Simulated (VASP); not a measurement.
Set up this calculation in VASP 6.6.1, as the native input.

* Task: relaxation of shape and atoms at fixed volume
* Functional: PBE
* Potentials or basis: VASP PAW PBE potentials, release 64 (Li_sv, Tm_3, Ge_d), 4f in core
* Cutoff: 750 eV
* k mesh: 8 × 8 × 8
* Occupations: gaussian, width 0.1 eV
* Spin: no spin polarisation
* Dipole correction: no
* Further INCAR settings: ALGO = Normal; EDIFF = 1e-07; IBRION = 2; EDIFFG = -0.01; NSW = 50; ISIF = 4

The structure of Li4TmGe lies in POSCAR:

```
Li4TmGe
1.0
    2.0440312328     -6.6727038510      0.0000000000
    2.0440312328      6.6727038510      0.0000000000
    0.0000000000      0.0000000000      4.0705935458
Li Tm Ge
4 1 1
Direct
    0.3337909873      0.6662090127      0.0000000000
    0.8283167404      0.1716832596      0.5000000000
    0.1716832596      0.8283167404      0.5000000000
    0.6662090127      0.3337909873      0.0000000000
    0.5000000000      0.5000000000      0.5000000000
    0.0000000000      0.0000000000      0.0000000000
```

These files were run (other wordings do the same):

INCAR

```
ALGO     = Normal         # electronic algorithm
EDIFF    = 1E-7           # SCF threshold, eV
EDIFFG   = -0.01          # ionic threshold
ENCUT    = 750            # plane-wave cutoff, eV
GGA      = PE             # functional
GGA_COMPAT= False        
IBRION   = 2              # ionic algorithm
ISIF     = 4              # what is computed and relaxed
ISMEAR   = 0              # smearing method
LASPH    = True           # aspherical terms in the spheres
LCHARG   = False          # write CHGCAR
LMAXMIX  = 6              # l up to which the mixer works
LREAL    = False          # projectors in reciprocal space
LWAVE    = False          # write WAVECAR
NELM     = 200            # most SCF steps
NELMIN   = 4            
NSW      = 50             # ionic steps
PREC     = Accurate       # precision mode
SIGMA    = 0.1            # smearing width, eV
```

KPOINTS

```
k-points
0
Gamma
  8 8 8
```

Potentials or basis: VASP PAW PBE potentials, release 64 (Li_sv, Tm_3, Ge_d), 4f in core.

Command:

```bash
$ cat potpaw_PBE.64/Li_sv/POTCAR potpaw_PBE.64/Tm_3/POTCAR potpaw_PBE.64/Ge_d/POTCAR > POTCAR
$ mpirun -np 1 vasp_std > vasp.out
```

It gave:

| Item | Value |
| --- | --- |
| Energy gained by relaxing | 1.0 meV/atom |
| Ionic steps | 11 |
| Pressure after relaxing | 1.8 GPa |
| Largest force after relaxing | 0.006 eV/Å |
| Band gap on the k mesh | zero (an odd number of electrons rules out a gap without spin polarisation) |

Caveat: spin-orbit coupling is left out, which moves the levels of the heavy elements; the 4f electrons are frozen in the core, so they carry no moment and show no levels.

It took 79 min on 1 thread of AMD EPYC 7R43 64-Core Processor (Zen 3), on a shared host, peak memory 0.69 GiB.
